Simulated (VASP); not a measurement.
A run of VASP 6.6.1:

INCAR

```
SYSTEM = Mg
PREC = Accurate
ENCUT = 520
EDIFF = 1E-6
ISMEAR = 0
SIGMA = 0.15
LREAL = .FALSE.
LASPH = .TRUE.
NELM = 100
ALGO = Normal
ISIF = 2
LWAVE = .FALSE.
LCHARG = .FALSE.
GGA = PS
NBANDS = 9
```

File KPOINTS:

```
Automatic mesh
0
G
  18 18 10
  0 0 0
```

POSCAR

```
Mg
1.0
    3.2532396199      0.0000000000      0.0000000000
   -1.6266198099      2.8173881554      0.0000000000
    0.0000000000      0.0000000000      5.0704447238
Mg
2
Direct
    0.3333333333      0.6666666667      0.2500000000
    0.6666666667      0.3333333333      0.7500000000
```

Potentials or basis: VASP PAW PBE potentials, release 64 (Mg).

Command:

```console
$ cat potpaw_PBE.64/Mg/POTCAR > POTCAR
$ mpirun -np 1 vasp_std > vasp.out
```

Hardware: 1 thread of Intel Xeon 6975P-C, with other jobs on the host.

**Question.** Estimate the wall time of this run.

**Answer.** Wall time 25 s on 1 thread of Intel Xeon 6975P-C, with other jobs on the host, peak memory 0.22 GiB. Counts: scf iterations 9, k points 222.
